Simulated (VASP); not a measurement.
# LaF5 (F-43m) in VASP: a series of runs, part 2 of 2

VASP 6.6.1. The steps go on from the part before.

## (4) Relaxation of cell and atoms, PBE

This run uses another cell than the first one, of 13.92 Å³/atom, 1.206 times its volume.

INCAR

```
SYSTEM = LaF5
PREC = Accurate
ENCUT = 600
EDIFF = 1E-6
ISMEAR = 0
SIGMA = 0.1
LREAL = .False.
LASPH = .True.
NELM = 80
ALGO = Normal
ISIF = 3
LWAVE = .False.
LCHARG = .False.
GGA = PE
IBRION = 2
NSW = 90
EDIFFG = -0.04
```

KPOINTS

```
Automatic mesh
0
Gamma
  4 4 4
  0 0 0
```

POSCAR

```
LaF5
1.0
    0.0000000000      3.4692290300      3.4692290300
    3.4692290300      0.0000000000      3.4692290300
    3.4692290300      3.4692290300      0.0000000000
La F
1 5
Direct
    0.0000000000      0.0000000000      0.0000000000
    0.7500000000      0.7500000000      0.7500000000
    0.3759736600      0.3759736600      0.8720790100
    0.3759736600      0.8720790100      0.3759736600
    0.3759736600      0.3759736600      0.3759736600
    0.8720790100      0.3759736600      0.3759736600
```

Potentials or basis: VASP PAW PBE potentials, release 64 (La, F).

Run with:

```
$ cat potpaw_PBE.64/La/POTCAR potpaw_PBE.64/F/POTCAR > POTCAR
$ mpirun -np 1 vasp_std > vasp.out
```

OUTCAR:

```text
SYSTEM = LaF5
   PREC = Accurate
   ENCUT = 600
   EDIFF = 1E-6
   ISMEAR = 0
   LREAL = .False.
   LASPH = .True.
   NELM = 80
   ISIF = 3
   GGA = PE
   IBRION = 2
   NSW = 90
   EDIFFG = -0.04

 ion  position               nearest neighbor table
   1  0.000  0.000  0.000-
   2  0.750  0.750  0.750-
   3  0.376  0.376  0.872-
   4  0.376  0.872  0.376-
   5  0.376  0.376  0.376-
   6  0.872  0.376  0.376-

  LATTYP: Found a face centered cubic cell.
 ALAT       =     6.9384580600

  Lattice vectors:

 A1 = (   0.0000000000,   3.4692290300,   3.4692290300)
 A2 = (   3.4692290300,   0.0000000000,   3.4692290300)
 A3 = (   3.4692290300,   3.4692290300,   0.0000000000)

Analysis of symmetry for initial positions (statically):
=====================================================================
 Subroutine PRICEL returns:
 Original cell was already a primitive cell.

 Routine SETGRP: Setting up the symmetry group for a
 face centered cubic supercell.

 Subroutine GETGRP returns: Found 24 space group operations
 (whereof 24 operations were pure point group operations)
 out of a pool of 48 trial point group operations.

The static configuration has the point symmetry T_d .

Analysis of symmetry for dynamics (positions and initial velocities):
[... 133 lines left out ...]
 conjugate gradient relaxation of ions
 non-spin polarized calculation
 Gauss-broadening in eV      SIGMA  =   0.10
  energy-cutoff  :      600.00
  volume of cell :       83.51
 maximum number of plane-waves:      2788
   NGX = 19   NGY = 19   NGZ = 19

--------------------------------------- Ionic step        1  -------------------------------------------

 number of electron      46.0000025 magnetization

 Free energy of the ion-electron system (eV)
  ---------------------------------------------------
  ext. energy  EPLUGINS =         0.00000000
  ---------------------------------------------------
  free energy    TOTEN  =       -27.34658382 eV

  energy without entropy =      -27.28302832  energy(sigma->0) =      -27.31480607

 E-fermi :   0.7111     XC(G=0):  -9.8863

 val. band max:        0.7092436808   @ k =   0.5000   0.2500   0.0000
 cond. band min:       0.7641999776   @ k =   0.5000   0.0000   0.0000
 fundamental gap:      0.0549562968
 Fermi energy:         0.7110878833

 k-point     1 :       0.0000    0.0000    0.0000
  band No.  band energies     occupation
      1     -30.1025      2.00000
      2     -20.2045      2.00000
      3     -19.1030      2.00000
      4     -19.1030      2.00000
      5     -19.1030      2.00000
      6     -18.2639      2.00000
[... 388 lines left out ...]
--------------------------------------- Ionic step        5  -------------------------------------------

 number of electron      46.0000017 magnetization

 Free energy of the ion-electron system (eV)
  ---------------------------------------------------
  ext. energy  EPLUGINS =         0.00000000
  ---------------------------------------------------
  free energy    TOTEN  =       -28.06348971 eV

  energy without entropy =      -28.01623066  energy(sigma->0) =      -28.03986018

 E-fermi :   2.4472     XC(G=0): -10.9211

 val. band max:        2.4470062428   @ k =   0.5000   0.2500   0.0000
 cond. band min:       2.5207807193   @ k =   0.5000   0.0000   0.0000
 fundamental gap:      0.0737744765
 Fermi energy:         2.4471924449

 k-point     1 :       0.0000    0.0000    0.0000
  band No.  band energies     occupation
      1     -27.3616      2.00000
      2     -19.3884      2.00000
      3     -17.7559      2.00000
      4     -17.7559      2.00000
      5     -17.7559      2.00000
      6     -16.8035      2.00000
[... 262 lines left out ...]
  FREE ENERGIE OF THE ION-ELECTRON SYSTEM (eV)
  ---------------------------------------------------
  free  energy   TOTEN  =       -28.0634897077 eV

  energy  without entropy=      -28.0162306614  energy(sigma->0) =      -28.03986018

 reached required accuracy - stopping structural energy minimisation
```

It took 4.5 min on 1 thread of AMD EPYC 7R13, shared host; peak memory 0.23 GiB.

What came out:

```yaml
Free_energy: -28.0635 eV
Relaxed_volume: 11.46 Å³/atom
Relaxed_cell: a = 4.599 Å, b = 4.599 Å, c = 4.599 Å, α = 60.00°, β = 60.00°, γ = 60.00°
Space_group_after_relaxing_to_0.05_Å: F-43m (No. 216)
Energy_gained_by_relaxing: 119.5 meV/atom
Ionic_steps: 5
Pressure_after_relaxing: -0.3 GPa
Band_gap_on_the_k_mesh: zero (band 23 reaches 2.76 eV, above the bottom of band 24 at 2.20 eV)
```

The path:
```tsv
step	energy change (eV)	largest force (eV/Å)	pressure (GPa)	volume (Å³)
1	0.0000	0.3793	-12.51	83.51
2	-0.6933	0.0569	-3.17	71.05
3	-0.7167	0.0402	-0.19	68.88
4	-0.7165	0.0537	0.25	68.60
5	-0.7169	0.0005	-0.32	68.79
```

Final structure:
```
La F
1.0
     0.00000    3.25204    3.25204
     3.25204    0.00000    3.25204
     3.25204    3.25204    0.00000
La F
1 5
Direct
  0.00000 0.00000 0.00000
  0.75000 0.75000 0.75000
  0.37435 0.37435 0.87694
  0.37435 0.87694 0.37435
  0.37435 0.37435 0.37435
  0.87694 0.37435 0.37435
```

Caveat: the k points lie up to 0.42 Å⁻¹ apart in the final cell; the volume moved by over 15 % at a fixed basis, so the end points are rough; spin-orbit coupling is left out, which moves the levels of the heavy elements.

## (5) The runs side by side

```tsv
task	cell	cutoff (eV)	gap on the mesh (eV)	pressure (GPa)
single point	a = 4.609 Å, angles 60.0°, 6 atoms	520	none	-0.5
single point	a = 4.906 Å, angles 60.0°, 6 atoms	520	none	-12.4
relaxation of cell and atoms	relaxed from a = 4.906 Å, angles 60.0°, 6 atoms	600	none	-0.3
```

Alike in all rows: level PBE; potentials or basis VASP PAW PBE potentials, release 64 (La, F); no spin polarisation; k mesh 4 × 4 × 4; smearing gaussian 0.1 eV.

Caveats: all runs use coarse meshes; spin-orbit coupling is left out, which moves the levels of the heavy elements; the volume moved by over 15 % at a fixed basis, so the end points are rough (some runs).

Total energies depend on the potentials used, so only differences within one code and one set of settings carry meaning.
